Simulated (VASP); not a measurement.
BP (zincblende type):

```
B P
1.0
     0.00000    2.22606    2.22606
     2.22606    0.00000    2.22606
     2.22606    2.22606    0.00000
B P
1 1
Direct
  0.00000 0.00000 0.00000
  0.25000 0.25000 0.25000
```

- Program: VASP 6.6.1
- Task: relaxation of cell and atoms
- Functional: PBE
- Potentials or basis: VASP PAW PBE potentials, release 64 (B, P)
- Cutoff: 600 eV
- k mesh: 15 × 15 × 15
- Occupations: fermi-dirac, width 0.08 eV
- Spin: no spin polarisation

At the start: pressure 11.5 GPa; volume 11.03 Å³/atom.

Question: Where does the relaxation end?

Answer: Over 3 steps the energy falls by 24.3 meV/atom and the volume is 11.75 Å³/atom (+6.5 %); space group F-43m (No. 216, to 0.1 Å) before and after.

Step by step:
```tsv
step	energy change (eV)	largest force (eV/Å)	pressure (GPa)	volume (Å³)
1	0.0000	0.0000	11.45	22.06
2	-0.0206	0.0000	-7.26	24.68
3	-0.0485	0.0000	-0.04	23.50
```

Final structure:
```xyz
2
Lattice="0.0000 2.2733 2.2733 2.2733 0.0000 2.2733 2.2733 2.2733 0.0000" Properties=species:S:1:pos:R:3 pbc="T T T"
B     0.0000    0.0000    0.0000
P     1.1367    1.1367    1.1367
```
